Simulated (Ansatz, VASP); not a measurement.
Two plane-wave programs on ZnSnN2

```
CELL_PARAMETERS angstrom
3.52828 0.00000 0.00000
-1.76414 3.05558 0.00000
0.00000 0.00000 9.64632
ATOMIC_POSITIONS crystal
Zn 0.33333 0.66667 0.99736
Zn 0.66667 0.33333 0.19014
Sn 0.33333 0.66667 0.44513
Sn 0.66667 0.33333 0.74237
N 0.33333 0.66667 0.22834
N 0.33333 0.66667 0.69322
N 0.66667 0.33333 0.49428
N 0.66667 0.33333 0.95916
```

Alike in both runs: task single point; functional PBE; k mesh 12 × 12 × 4; occupations fermi-dirac, width 0.02 eV; no spin polarisation.

|  | VASP | Ansatz |
| --- | --- | --- |
| version | VASP 6.6.1 | Ansatz 0.2.0 |
| potentials or method | VASP PAW PBE potentials, release 64 (Zn, Sn_d, N) | plane waves, PAW |
| plane-wave cutoff (eV) | 520 | 420 |
| valence electrons in the cell | 72 | 72 |

Ansatz gave:

```
pressure (GPa)                     : 5.2
rms of the force components (eV/Å) : 0.047
```

What did VASP give for the same quantities?

Pressure (GPa): 5.6; rms of the force components (eV/Å): 0.047.
